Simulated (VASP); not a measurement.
# Li16NO7 (a cell with a defect) in VASP: notebook

The runs below take Li16NO7 (a cell with a defect) through single point, with PBEsol, PBE+D3(BJ).

Everything below comes from runs of VASP 6.6.1. Logs are shortened: lines on timing, memory, paths and dates and some standing lists are left out, and cuts for length are marked.

**1. The cell of the first run**

The cell holds a defect, 24 atoms: a = 6.477 Å, b = 6.477 Å, c = 6.477 Å, α = 60.00°, β = 60.00°, γ = 60.00°.

**2. Single point, PBEsol**

File INCAR:

```
PREC = Accurate ; ENCUT = 650
EDIFF = 1E-6 ; ISMEAR = -1
SIGMA = 0.05 ; LREAL = False
LASPH = True ; NELM = 120
ALGO = Normal ; ISIF = 2
LWAVE = False ; LCHARG = False
GGA = PS ; NBANDS = 66
NELECT = 96.0 ; ISYM = 0
GGA_COMPAT = False
```

File KPOINTS:

```
Automatic mesh
0
Gamma
  1 1 1
  0.25 0.25 0.25
```

File POSCAR:

```
Li16NO7
1.0
    0.0000000000      4.5798870000      4.5798870000
    4.5798870000      0.0000000000      4.5798870000
    4.5798870000      4.5798870000      0.0000000000
Li O N
16 7 1
Direct
    0.8807210000      0.3707130000      0.3754200000
    0.3725620000      0.8690790000      0.8835160000
    0.3768120000      0.8725960000      0.3796330000
    0.8605320000      0.3896230000      0.8729700000
    0.3726980000      0.3613170000      0.8774030000
    0.8734490000      0.8747950000      0.3829930000
    0.1228240000      0.1269810000      0.1248250000
    0.6390650000      0.6248400000      0.6174520000
    0.3694880000      0.3807650000      0.3881360000
    0.8743400000      0.8837000000      0.8754650000
    0.1362580000      0.1216250000      0.6234230000
    0.6301700000      0.6128500000      0.1325580000
    0.1235730000      0.6277120000      0.1242220000
    0.6218370000      0.1336750000      0.6293620000
    0.6279150000      0.1150900000      0.1176850000
    0.1288690000      0.6278340000      0.6253240000
    0.9956430000      0.9981800000      0.9955400000
    0.9959150000      0.9961520000      0.5068940000
    0.4918140000      0.4983440000      0.0115600000
    0.0073560000      0.5098670000      0.9953580000
    0.4900360000      0.0034490000      0.5037540000
    0.4894160000      0.0013780000      0.0137450000
    0.0033500000      0.4980500000      0.4991620000
    0.4961560000      0.4991350000      0.5091030000
```

Potentials or basis: VASP PAW PBE potentials, release 64 (Li_sv, O, N).

On the command line:

```sh
> cat potpaw_PBE.64/Li_sv/POTCAR potpaw_PBE.64/O/POTCAR potpaw_PBE.64/N/POTCAR > POTCAR
> mpirun -np 1 vasp_std > vasp.out
```

OUTCAR:

```text
PREC = Accurate
   ENCUT = 650
   EDIFF = 1E-6
   ISMEAR = -1
   LREAL = False
   LASPH = True
   NELM = 120
   ISIF = 2
   GGA = PS
   NELECT = 96.0
   ISYM = 0

 ion  position               nearest neighbor table
   1  0.881  0.371  0.375-  23 1.98  18 1.98  20 2.01  24 2.03  12 2.26   7 2.26  14 2.27   8 2.27
                            13 2.29  11 2.31
   2  0.373  0.869  0.884-  19 1.96  17 1.99  22 2.01  21 2.01  13 2.25  11 2.27   7 2.29  12 2.32
                             8 2.34  14 2.35
   3  0.377  0.873  0.380-  22 1.94  21 1.95  24 1.98  18 2.01  16 2.26  11 2.26  15 2.26   8 2.29
                            12 2.32   7 2.33
   4  0.861  0.390  0.873-  19 1.95  23 1.98  20 2.06  17 2.07   8 2.19  12 2.22  16 2.32  15 2.33
                             7 2.36  11 2.37
   5  0.373  0.361  0.877-  22 1.91  20 1.94  24 1.95  19 2.07  14 2.18   7 2.22  15 2.27  16 2.27
                            13 2.35   8 2.43
   6  0.873  0.875  0.383-  18 1.94  23 1.99  21 2.03  17 2.05   8 2.22  16 2.28   7 2.30  14 2.31
                            13 2.32  15 2.34
   7  0.123  0.127  0.125-  22 1.94  18 2.02  20 2.03  17 2.04   5 2.22   1 2.26   2 2.29   6 2.30
                             3 2.33   4 2.36
   8  0.639  0.625  0.617-  23 1.93  24 2.00  21 2.01  19 2.09   4 2.19   6 2.22   1 2.27   3 2.29
                             2 2.34   5 2.43
   9  0.369  0.381  0.388-  24 1.94  23 1.94  19 1.99  21 2.00  16 2.22  11 2.26  12 2.26  14 2.26
                            13 2.34  15 2.46
  10  0.874  0.884  0.875-  17 1.88  18 1.95  20 1.98  22 2.04  15 2.17  13 2.28  14 2.28  11 2.29
                            16 2.32  12 2.36
  11  0.136  0.122  0.623-  21 1.87  17 1.97  23 1.99  18 2.02   3 2.26   9 2.26   2 2.27  10 2.29
                             1 2.31   4 2.37
  12  0.630  0.613  0.133-  19 1.98  24 1.99  20 2.00  22 2.06   4 2.22   9 2.26   1 2.26   2 2.32
                             3 2.32  10 2.36
  13  0.124  0.628  0.124-  20 1.92  19 1.95  17 1.96  23 1.98   2 2.25  10 2.28   1 2.29   6 2.32
                             9 2.34   5 2.35
  14  0.622  0.134  0.629-  24 1.93  18 1.98  22 2.03  21 2.05   5 2.18   9 2.26   1 2.27  10 2.28
                             6 2.31   2 2.35
  15  0.628  0.115  0.118-  22 1.89  17 1.95  19 2.03  21 2.04  10 2.17   3 2.26   5 2.27   4 2.33
                             6 2.34   9 2.46
  16  0.129  0.628  0.625-  24 1.94  18 1.95  20 1.96  23 2.02   9 2.22   3 2.26   5 2.27   6 2.28
                            10 2.32   4 2.32
  17  0.996  0.998  0.996-  10 1.88  15 1.95  13 1.96  11 1.97   2 1.99   7 2.04   6 2.05   4 2.07

  18  0.996  0.996  0.507-   6 1.94  16 1.95  10 1.95  14 1.98   1 1.98   3 2.01   7 2.02  11 2.02

  19  0.492  0.498  0.012-  13 1.95   4 1.95   2 1.96  12 1.98   9 1.99  15 2.03   5 2.07   8 2.09

  20  0.007  0.510  0.995-  13 1.92   5 1.94  16 1.96  10 1.98  12 2.00   1 2.01   7 2.03   4 2.06

  21  0.490  0.003  0.504-  11 1.87   3 1.95   9 2.00   8 2.01   2 2.01   6 2.03  15 2.04  14 2.05

  22  0.489  0.001  0.014-  15 1.89   5 1.91   3 1.94   7 1.94   2 2.01  14 2.03  10 2.04  12 2.06

  23  0.003  0.498  0.499-   8 1.93   9 1.94   1 1.98   4 1.98  13 1.98  11 1.99   6 1.99  16 2.02

  24  0.496  0.499  0.509-  14 1.93   9 1.94  16 1.94   5 1.95   3 1.98  12 1.99   8 2.00   1 2.03

IMPORTANT INFORMATION: All symmetrisations will be switched off!
NOSYMM: (Re-)initialisation of all symmetry stuff for point group C_1.

----------------------------------------------------------------------------------------

                                     Primitive cell

  volume of cell :     192.1296

  direct lattice vectors                    reciprocal lattice vectors
     0.000000000  4.579887000  4.579887000    -0.109172999  0.109172999  0.109172999
     4.579887000  0.000000000  4.579887000     0.109172999 -0.109172999  0.109172999
     4.579887000  4.579887000  0.000000000     0.109172999  0.109172999 -0.109172999

  length of vectors
     6.476938310  6.476938310  6.476938310     0.189093182  0.189093182  0.189093182

  position of ions in fractional coordinates (direct lattice)
     0.880721000  0.370713000  0.375420000
     0.372562000  0.869079000  0.883516000
     0.376812000  0.872596000  0.379633000
     0.860532000  0.389623000  0.872970000
     0.372698000  0.361317000  0.877403000
     0.873449000  0.874795000  0.382993000
[... 16 lines left out ...]
     0.003350000  0.498050000  0.499162000
     0.496156000  0.499135000  0.509103000

  ion indices of the primitive-cell ions
   primitive index   ion index
                 1           1
                 2           2
                 3           3
                 4           4
                 5           5
                 6           6
[... 16 lines left out ...]
                23          23
                24          24

----------------------------------------------------------------------------------------

 KPOINTS: Automatic mesh

Automatic generation of k-mesh.
 Grid dimensions read from file:
 generate k-points for:    1    1    1

 Generating k-lattice:

  Cartesian coordinates                     Fractional coordinates (reciprocal lattice)
    -0.109172999  0.109172999  0.109172999     1.000000000  0.000000000  0.000000000
     0.109172999 -0.109172999  0.109172999     0.000000000  1.000000000  0.000000000
     0.109172999  0.109172999 -0.109172999     0.000000000  0.000000000  1.000000000

  Length of vectors
     0.189093182  0.189093182  0.189093182

  Shift w.r.t. Gamma in fractional coordinates (k-lattice)
     0.250000000  0.250000000  0.250000000

 Subroutine IBZKPT returns following result:
 ===========================================

 Found      4 irreducible k-points:

 Following reciprocal coordinates:
            Coordinates               Weight
  0.250000  0.250000  0.250000      2.000000
  0.250000  0.000000  0.000000      2.000000
  0.000000  0.000000 -0.250000      2.000000
  0.000000  0.250000  0.000000      2.000000
   k-points           NKPTS =      4   k-points in BZ     NKDIM =      4   number of bands    NBANDS=     66
   number of dos      NEDOS =    301   number of ions     NIONS =     24
   total plane-waves  NPLWV = 157464
   dimension x,y,z NGX =    54 NGY =   54 NGZ =   54
   dimension x,y,z NGXF=   108 NGYF=  108 NGZF=  108
   ions per type =              16   7   1
   NGX,Y,Z   is equivalent  to a cutoff of  13.86, 13.86, 13.86 a.u.
   NGXF,Y,Z  is equivalent  to a cutoff of  27.72, 27.72, 27.72 a.u.
 SYSTEM =  unknown system
   PREC   = accura    normal or accurate (medium, high low for compatibility)
   ISTART =      0    job   : 0-new  1-cont  2-samecut
   ICHARG =      2    charge: 1-file 2-atom 10-const
   ISPIN  =      1    spin polarized calculation?
   LNONCOLLINEAR =      F non collinear calculations
   LSORBIT =      F    spin-orbit coupling
   LASPH  =      T    aspherical Exc in radial PAW
   ENCUT  =  650.0 eV  47.77 Ry    6.91 a.u.  13.46 13.46 13.46*2*pi/ulx,y,z
   NELM   =    120;   NELMIN=  2; NELMDL= -5     # of ELM steps
   EDIFF  = 0.1E-05   stopping-criterion for ELM
   LREAL  =      F    real-space projection
   EDIFFG = 0.1E-04   stopping-criterion for IOM
   NSW    =      0    number of steps for IOM
   IBRION =     -1    ionic relax: 0-MD 1-quasi-New 2-CG
   NFREE  =      0    steps in history (QN), initial steepest desc. (CG)
   ISIF   =      2    stress and relaxation
   ISYM   =      0    0-nonsym 1-usesym 2-fastsym
   POTIM  = 0.5000    time-step for ionic-motion
   TEBEG  =    0.0;   TEEND  =   0.0 temperature during run
   PSTRESS=    0.0 pullay stress
   NELECT =      96.0000    total number of electrons
   NUPDOWN=      -1.0000    fix difference up-down
   EMIN   =  10.00;   EMAX   =-10.00  energy-range for DOS
   EFERMI =   0.00;   METHOD = LEGACY
   ISMEAR =    -1;   SIGMA  =   0.05  broadening in eV -4-tet -1-fermi 0-gaus
   EFERMI_NEDOS =   21; number of points for ismear=-14 and -15
   IALGO  =     38    algorithm
   IMIX   =      4    mixing-type and parameters
     AMIX     =   0.40;   BMIX     =  1.00
     AMIX_MAG =   1.60;   BMIX_MAG =  1.00
  volume/ion in A,a.u.               =       8.01        54.02
  Fermi-wavevector in a.u.,A,eV,Ry     =   1.299074  2.454893 22.961092  1.687593
  Thomas-Fermi vector in A             =   2.430361
   LORBIT       =      0    0 simple, 1 ext, 2 COOP (PROOUT), +10 PAW based schemes
   GGA     = PS    functional components
   LHFCALC =     F    Hartree Fock is set to
   AEXX    =    0.0000 exact exchange contribution
   IVDW    =     0    specifies the selected vdW correction
   LEPSILON=     F    determine dielectric tensor
   LRPA    =     F    only Hartree local field effects (RPA)
 non-spin polarized calculation
  energy-cutoff  :      650.00
  volume of cell :      192.13
 maximum number of plane-waves:      7261
 NGX is ok and might be reduce to    54
   NGX = 27   NGY = 27   NGZ = 27

 number of electron      95.9999999 magnetization

 Free energy of the ion-electron system (eV)
  ---------------------------------------------------
  ext. energy  EPLUGINS =         0.00000000
  ---------------------------------------------------
  free energy    TOTEN  =      -110.66221716 eV

  energy without entropy =     -110.66221716  energy(sigma->0) =     -110.66221716

 E-fermi :   4.7164     XC(G=0): -10.1229

 val. band max:        3.4596262156   @ k =   0.2500   0.0000   0.0000
 cond. band min:       6.6095506764   @ k =   0.2500   0.2500   0.2500
 fundamental gap:      3.1499244608
 Fermi energy:         4.7164184500

 k-point     1 :       0.2500    0.2500    0.2500
  band No.  band energies     occupation
      1     -41.4483      2.00000
      2     -41.3955      2.00000
      3     -41.3388      2.00000
      4     -41.2097      2.00000
      5     -41.1373      2.00000
      6     -41.0454      2.00000
[... 52 lines left out ...]
     59      12.0476      0.00000
     60      12.9441      0.00000

 k-point     2 :       0.2500    0.0000    0.0000
  band No.  band energies     occupation
      1     -41.4481      2.00000
      2     -41.3958      2.00000
      3     -41.3392      2.00000
      4     -41.2094      2.00000
      5     -41.1354      2.00000
      6     -41.0485      2.00000
[... 52 lines left out ...]
     59      12.0456      0.00000
     60      12.9355      0.00000

 k-point     3 :       0.0000    0.0000   -0.2500
  band No.  band energies     occupation
      1     -41.4474      2.00000
      2     -41.3973      2.00000
      3     -41.3381      2.00000
      4     -41.2099      2.00000
      5     -41.1354      2.00000
      6     -41.0473      2.00000
[... 52 lines left out ...]
     59      12.0197      0.00000
     60      12.9819      0.00000

 k-point     4 :       0.0000    0.2500    0.0000
  band No.  band energies     occupation
      1     -41.4471      2.00000
      2     -41.3978      2.00000
      3     -41.3380      2.00000
      4     -41.2100      2.00000
      5     -41.1357      2.00000
      6     -41.0453      2.00000
[... 52 lines left out ...]
     59      12.0096      0.00000
     60      12.9573      0.00000
 [bands above 60 left out]

------------------------ aborting loop because EDIFF is reached ----------------------------------------

  FORCE on cell =-STRESS in cart. coord.  units (eV):
  Direction    XX          YY          ZZ          XY          YZ          ZX
  --------------------------------------------------------------------------------------
  -------------------------------------------------------------------------------------
  Total       10.3223825     10.0479464      9.9353402      0.1262974      0.1241571      0.1037929
  in kB       86.0788084     83.7902737     82.8512451      1.0532000      1.0353515      0.8655333
  external PRESSURE =      84.2401091 kB  Pullay stress =       0.0000000 kB

 VOLUME and BASIS-vectors are now :
 -----------------------------------------------------------------------------
  energy-cutoff  :      650.00
  volume of cell :      192.13
      direct lattice vectors                 reciprocal lattice vectors
     0.000000000  4.579887000  4.579887000    -0.109172999  0.109172999  0.109172999
     4.579887000  0.000000000  4.579887000     0.109172999 -0.109172999  0.109172999
     4.579887000  4.579887000  0.000000000     0.109172999  0.109172999 -0.109172999

 POSITION                                       TOTAL-FORCE (eV/Angst)
 -----------------------------------------------------------------------------------
      3.41720      5.75298      5.73143         0.361727     -0.194515     -0.222075
      8.02669      5.75270      5.68658        -0.161758      0.033596      0.136327
      5.73507      3.46443      5.72215        -0.198159      0.172742     -0.323248
      5.78253      7.93924      5.72557        -0.245735      0.292622     -0.001073
      5.67320      5.72532      3.36171         0.363897     -0.217270      0.703714
      5.76053      5.75436      8.00676         0.034196     -0.135138      0.038557
[... 16 lines left out ...]
      4.56712      2.30145      2.29636         0.343533     -0.061905     -0.017621
      4.61762      4.60397      4.55832        -0.368298      0.196070      0.383499
 -----------------------------------------------------------------------------------
    total drift:                                0.000273     -0.000365      0.000213

  FREE ENERGIE OF THE ION-ELECTRON SYSTEM (eV)
  ---------------------------------------------------
  free  energy   TOTEN  =      -110.6622171627 eV

  energy  without entropy=     -110.6622171627  energy(sigma->0) =     -110.66221716
```

Run time: 2.3 min. Hardware: 1 thread of Intel Xeon Platinum 8375C at 2.90GHz (Ice Lake), shared host; peak memory 0.38 GiB.

Results:

```
Free energy   : -110.6622 eV
Largest force : 0.957 eV/Å
```

Forces in eV/Å, atoms in the order of the input:
```
Li   0.362 -0.195 -0.222
Li  -0.162  0.034  0.136
Li  -0.198  0.173 -0.323
Li  -0.246  0.293 -0.001
Li   0.364 -0.217  0.704
Li   0.034 -0.135  0.039
Li   0.075  0.023 -0.068
Li   0.002 -0.567 -0.771
Li  -0.329  0.010  0.171
Li  -0.441 -0.099 -0.276
Li   0.151 -0.241 -0.126
Li   0.509  0.089 -0.117
Li  -0.190  0.168 -0.088
Li  -0.125 -0.178 -0.004
Li   0.803  0.081  0.057
Li  -0.039  0.265  0.132
O    0.512  0.300  0.282
O   -0.025 -0.268  0.175
O   -0.233  0.147  0.462
O   -0.055 -0.208 -0.842
O   -0.202  0.544  0.280
O   -0.541 -0.152  0.035
O    0.344 -0.062 -0.018
N   -0.368  0.196  0.383
```

Caveat: the k points lie up to 0.59 Å⁻¹ apart; the cell carries a net charge on a neutralising background, which shifts energy and pressure; the cell is charged against a uniform background, so pressure and absolute levels hang on convention; the PAW data sets were made with another functional, which shifts forces and pressure a little.

**3. Single point, PBE+D3(BJ)**

File INCAR:

```
SYSTEM = Li16NO7
ALGO     = Normal         ! electronic algorithm
EDIFF    = 1E-6           ! SCF threshold, eV
ENCUT    = 650            ! plane-wave cutoff, eV
GGA      = PE             ! functional
GGA_COMPAT= .FALSE.      
ISIF     = 2              ! what is computed and relaxed
ISMEAR   = -1             ! smearing method
ISYM     = 0            
IVDW     = 12             ! dispersion correction
LASPH    = .TRUE.         ! aspherical terms in the spheres
LCHARG   = .FALSE.        ! write CHGCAR
LREAL    = .FALSE.        ! projectors in reciprocal space
LWAVE    = .FALSE.        ! write WAVECAR
NBANDS   = 66             ! bands
NELECT   = 96.0         
NELM     = 120            ! most SCF steps
PREC     = Accurate       ! precision mode
SIGMA    = 0.05           ! smearing width, eV
```

KPOINTS is that of step 2.

POSCAR is that of step 2.

Potentials or basis: VASP PAW PBE potentials, release 64 (Li_sv, O, N).

On the command line:

```sh
> cat potpaw_PBE.64/Li_sv/POTCAR potpaw_PBE.64/O/POTCAR potpaw_PBE.64/N/POTCAR > POTCAR
> mpirun -np 1 vasp_std > vasp.out
```

Wall time 2.4 min (1 thread of Intel Xeon Platinum 8375C at 2.90GHz (Ice Lake), shared host); peak memory 0.44 GiB.

The run converged. Its results:

* Free energy: -113.8700 eV
* Largest force: 0.977 eV/Å
* Dispersion energy per atom: -0.275 eV

Forces on the atoms (eV/Å):
```
Li   0.372 -0.209 -0.235
Li  -0.163  0.035  0.138
Li  -0.209  0.186 -0.338
Li  -0.243  0.295 -0.001
Li   0.357 -0.228  0.721
Li   0.037 -0.138  0.037
Li   0.079  0.020 -0.072
Li  -0.005 -0.580 -0.786
Li  -0.323  0.023  0.183
Li  -0.444 -0.103 -0.282
Li   0.152 -0.247 -0.128
Li   0.520  0.101 -0.128
Li  -0.190  0.172 -0.087
Li  -0.118 -0.190  0.005
Li   0.812  0.082  0.059
Li  -0.051  0.275  0.141
O    0.532  0.311  0.295
O   -0.027 -0.279  0.182
O   -0.242  0.147  0.476
O   -0.057 -0.213 -0.870
O   -0.208  0.561  0.288
O   -0.560 -0.156  0.030
O    0.353 -0.064 -0.022
N   -0.374  0.200  0.397
```

Levels at points of the mesh, in eV from the Fermi level:
| k point | band 45 | band 46 | band 47 | band 48 | band 49 | band 50 | band 51 | band 52 |
| --- | --- | --- | --- | --- | --- | --- | --- | --- |
| (0.25, 0.25, 0.25) | -3.55 | -1.50 | -1.34 | -1.30 | 2.03 | 2.16 | 2.28 | 2.75 |

Caveat: the k points lie up to 0.59 Å⁻¹ apart; the cell carries a net charge on a neutralising background, which shifts energy and pressure; the cell is charged against a uniform background, so pressure and absolute levels hang on convention.
